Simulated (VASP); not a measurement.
Wanted: the native input for a VASP 6.6.1 run.

```
Task                   : single point
Functional             : PBE
Potentials or basis    : VASP PAW PBE potentials, release 64 (B, N)
Cutoff                 : 520 eV
k mesh                 : 18 × 18 × 4
Occupations            : gaussian, width 0.1 eV
Spin                   : no spin polarisation
Dipole correction      : no
Further INCAR settings : ALGO = Normal; EDIFF = 1e-07; NBANDS = 18
```

The structure of B3N2 lies in POSCAR:

```
B3N2
1.0
    2.4731310918      0.0000000000      0.0000000000
   -1.2365655459      2.1417943524      0.0000000000
    0.0000000000      0.0000000000     12.4915698489
B N
3 2
Direct
    0.0000000000      0.0000000000      0.0000000000
    0.3333333333      0.6666666667      0.6676094383
    0.6666666667      0.3333333333      0.3323905617
    0.3333333333      0.6666666667      0.3324312554
    0.6666666667      0.3333333333      0.6675687446
```

The input as run:

INCAR

```
ALGO = Normal
EDIFF = 1E-7
ENCUT = 520
GGA = PE
ISIF = 2
ISMEAR = 0
LASPH = True
LCHARG = True
LELF = True
LREAL = False
LVHAR = True
LWAVE = False
NBANDS = 18
NELM = 60
PREC = Accurate
SIGMA = 0.1
```

KPOINTS

```
k-points
0
Gamma
  18 18 4
```

Potentials or basis: VASP PAW PBE potentials, release 64 (B, N).

Launch:

```sh
$ cat potpaw_PBE.64/B/POTCAR potpaw_PBE.64/N/POTCAR > POTCAR
$ mpirun -np 1 vasp_std > vasp.out
```

Results of the run:

| Property | Result |
| --- | --- |
| Pressure | 0.0 GPa |
| Band gap on the k mesh | zero (an odd number of electrons rules out a gap without spin polarisation) |

Caveat: this functional lacks dispersion, which binds layers or chains, so the pressure and a relaxed spacing across them are unreliable; an odd number of electrons without spin polarisation forces a metal; a magnetic or distorted state may lie lower.

Wall time 84 s on 1 thread of Intel(R) Xeon(R) 6975P-C (Granite Rapids) (shared host), peak memory 0.26 GiB.
